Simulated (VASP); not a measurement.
# Sb (Fm-3m) in VASP: notebook, part 2 of 2

VASP 6.6.1. The steps go on from the part before.

### 3 Single point, BLYP (volume scaled by 1.08)

File INCAR:

```
PREC = Accurate
ENCUT = 520
EDIFF = 1E-6
ISMEAR = -1
SIGMA = 0.1
LREAL = F
LASPH = T
NELM = 60
ALGO = Normal
ISIF = 2
LWAVE = F
LCHARG = T
GGA = B5
ALDAX = 1.0
AGGAX = 1.0
AGGAC = 1.0
ALDAC = 0.0
LELF = T
LVHAR = T
NBANDS = 8
```

File KPOINTS:

```
Automatic mesh
0
Gamma
  12 12 12
```

File POSCAR:

```
Sb
1.0
    0.0000000000      2.5403514961      2.5403514961
    2.5403514961      0.0000000000      2.5403514961
    2.5403514961      2.5403514961      0.0000000000
Sb
1
Direct
    0.0000000000      0.0000000000      0.0000000000
```

Potentials or basis: VASP PAW PBE potentials, release 64 (Sb).

Started as:

```sh
cat potpaw_PBE.64/Sb/POTCAR > POTCAR
mpirun -np 1 vasp_std > vasp.out
```

Run time: 9 s. Hardware: 1 thread of Intel Xeon 6975P-C (Granite Rapids), shared host; peak memory 0.16 GiB.

It converged, with:

```yaml
Free_energy: -2.9262 eV
Pressure: -2.7 GPa
```

Levels at points of the mesh, in eV from the Fermi level:
| k point | band 1 | band 2 | band 3 | band 4 | band 5 | band 6 |
| --- | --- | --- | --- | --- | --- | --- |
| (0.00, 0.00, 0.00) | -11.58 | 3.83 | 3.83 | 3.83 | 9.47 | 9.47 |
| (0.50, 0.00, 0.00) | -8.91 | -4.57 | 2.61 | 2.61 | 7.29 | 8.79 |
| (0.50, 0.50, 0.00) | -7.83 | -3.90 | 0.25 | 0.25 | 4.40 | 4.96 |

Caveat: the PAW data sets were made with another functional, which shifts forces and pressure a little; spin-orbit coupling is left out, which moves the levels of the heavy elements.

### 4 Single point, BLYP (volume scaled by 1.12)

File INCAR:

```
SYSTEM = Sb
AGGAC = 1.0 ; AGGAX = 1.0
ALDAC = 0.0 ; ALDAX = 1.0
ALGO = Normal ; EDIFF = 1E-6
ENCUT = 520 ; GGA = B5
ISIF = 2 ; ISMEAR = -1
LASPH = .TRUE. ; LCHARG = .FALSE.
LREAL = .FALSE. ; LWAVE = .FALSE.
NBANDS = 8 ; NELM = 80
PREC = Accurate ; SIGMA = 0.1
```

File KPOINTS:

```
k-points
0
G
  12 12 12
  0 0 0
```

File POSCAR:

```
Sb
1.0
    0.0000000000      2.5713344459      2.5713344459
    2.5713344459      0.0000000000      2.5713344459
    2.5713344459      2.5713344459      0.0000000000
Sb
1
Direct
    0.0000000000      0.0000000000      0.0000000000
```

Potentials or basis: VASP PAW PBE potentials, release 64 (Sb).

Started as:

```sh
cat potpaw_PBE.64/Sb/POTCAR > POTCAR
mpirun -np 1 vasp_std > vasp.out
```

OUTCAR:

```text
SYSTEM = Sb
   EDIFF = 1E-6
   ENCUT = 520
   GGA = B5
   ISIF = 2
   ISMEAR = -1
   LASPH = .TRUE.
   LREAL = .FALSE.
   NELM = 80
   PREC = Accurate

 ion  position               nearest neighbor table
   1  0.000  0.000  0.000-

  LATTYP: Found a face centered cubic cell.
 ALAT       =     5.1426688918

  Lattice vectors:

 A1 = (   0.0000000000,   2.5713344459,   2.5713344459)
 A2 = (   2.5713344459,   0.0000000000,   2.5713344459)
 A3 = (   2.5713344459,   2.5713344459,   0.0000000000)

Analysis of symmetry for initial positions (statically):
[... 434 lines left out ...]
      3       6.4983      0.14347
      4       8.2173      0.00000
      5      13.0519      0.00000
      6      15.6050      0.00000
      7      16.1242      0.00000
      8      19.4707      0.00000

 [... further k-points ...]
[... 5 lines left out ...]
  --------------------------------------------------------------------------------------
  -------------------------------------------------------------------------------------
  Total       -0.7986520     -0.7986520     -0.7986520      0.0000000      0.0000000     -0.0000000
  in kB      -37.6324471    -37.6324471    -37.6324471      0.0000000      0.0000000     -0.0000000
  external PRESSURE =     -37.6324471 kB  Pullay stress =       0.0000000 kB

 VOLUME and BASIS-vectors are now :
 -----------------------------------------------------------------------------
  energy-cutoff  :      520.00
  volume of cell :       34.00
      direct lattice vectors                 reciprocal lattice vectors
     0.000000000  2.571334446  2.571334446    -0.194451562  0.194451562  0.194451562
     2.571334446  0.000000000  2.571334446     0.194451562 -0.194451562  0.194451562
     2.571334446  2.571334446  0.000000000     0.194451562  0.194451562 -0.194451562

 POSITION                                       TOTAL-FORCE (eV/Angst)
 -----------------------------------------------------------------------------------
      0.00000      0.00000      0.00000         0.000000      0.000000      0.000000
 -----------------------------------------------------------------------------------
    total drift:                                0.000000      0.000000      0.000000

  FREE ENERGIE OF THE ION-ELECTRON SYSTEM (eV)
  ---------------------------------------------------
  free  energy   TOTEN  =        -2.9015132287 eV

  energy  without entropy=       -2.8727702205  energy(sigma->0) =       -2.88714172
```

OSZICAR:

```text
N       E                     dE             d eps       ncg     rms          rms(c)
DAV:   1     0.518688866746E+01    0.51869E+01   -0.17185E+03  1160   0.412E+02
DAV:   2    -0.278878244779E+01   -0.79757E+01   -0.77201E+01  1592   0.495E+01
DAV:   3    -0.290218679809E+01   -0.11340E+00   -0.11273E+00  1408   0.638E+00
DAV:   4    -0.290264973177E+01   -0.46293E-03   -0.46292E-03  1776   0.527E-01
DAV:   5    -0.290265070848E+01   -0.97671E-06   -0.97655E-06  1520   0.145E-02    0.987E-01
DAV:   6    -0.290157681494E+01    0.10739E-02   -0.17975E-03  1432   0.213E-01    0.556E-01
DAV:   7    -0.290145105590E+01    0.12576E-03   -0.35216E-03  1312   0.310E-01    0.407E-02
DAV:   8    -0.290151331998E+01   -0.62264E-04   -0.11196E-04  1592   0.768E-02    0.462E-03
DAV:   9    -0.290151322866E+01    0.91322E-07   -0.11555E-06  1616   0.823E-03
   1 F= -.29015132E+01 E0= -.28871417E+01  d E =-.287430E-01
```

Run time: 8.7 s. Hardware: 1 thread of Intel Xeon 6975P-C (Granite Rapids), shared host; peak memory 0.16 GiB.

Results:

- Free energy: -2.9015 eV
- Pressure: -3.8 GPa

Caveat: the PAW data sets were made with another functional, which shifts forces and pressure a little; spin-orbit coupling is left out, which moves the levels of the heavy elements.

### 5 Summary

```tsv
cell	gap on the mesh (eV)	pressure (GPa)
a = 3.548 Å, angles 60.0°, 1 atom	none	-1.4
a = 3.593 Å, angles 60.0°, 1 atom	none	-2.7
a = 3.636 Å, angles 60.0°, 1 atom	none	-3.8
```

Alike in all rows: task single point; level BLYP; potentials or basis VASP PAW PBE potentials, release 64 (Sb); no spin polarisation; k mesh 12 × 12 × 12; cutoff (eV) 520; smearing fermi-dirac 0.1 eV.

Caveats: the PAW data sets were made with another functional, which shifts forces and pressure a little; spin-orbit coupling is left out, which moves the levels of the heavy elements.

Total energies depend on the potentials used, so only differences within one code and one set of settings carry meaning.
